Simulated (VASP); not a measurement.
A run of VASP 6.6.1 is set up as follows.

File INCAR:

```
SYSTEM = BaBr
PREC     = Accurate       ! precision mode
ENCUT    = 520            ! plane-wave cutoff, eV
EDIFF    = 1E-6           ! SCF threshold, eV
ISMEAR   = 0              ! smearing method
SIGMA    = 0.1            ! smearing width, eV
LREAL    = .False.        ! projectors in reciprocal space
LASPH    = .True.         ! aspherical terms in the spheres
NELM     = 60             ! most SCF steps
ALGO     = Normal         ! electronic algorithm
ISIF     = 2              ! what is computed and relaxed
LWAVE    = .False.        ! write WAVECAR
LCHARG   = .True.         ! write CHGCAR
GGA      = PE             ! functional
LELF     = .True.         ! ELF
LVHAR    = .True.       
NBANDS   = 16             ! bands
```

KPOINTS

```
regular mesh
0
Gamma
  4 4 4
  0 0 0
```

Contents of POSCAR:

```
BaBr
1.0
    3.7454190100      0.0000000000      0.0000000000
    0.0000000000      3.7454190100      0.0000000000
    0.0000000000      0.0000000000      5.1158284500
Ba Br
1 1
Direct
    0.0000000000      0.0000000000      0.0000000000
    0.5000000000      0.5000000000      0.5000000000
```

Potentials or basis: VASP PAW PBE potentials, release 64 (Ba_sv, Br).

The run is started by

```bash
$ cat potpaw_PBE.64/Ba_sv/POTCAR potpaw_PBE.64/Br/POTCAR > POTCAR
$ mpirun -np 1 vasp_std > vasp.out
```

(1) Estimate the pressure.

Results:

(1) 0.1 GPa.

Caveat: the k points lie up to 0.42 Å⁻¹ apart; an odd number of electrons without spin polarisation forces a metal; a magnetic or distorted state may lie lower.
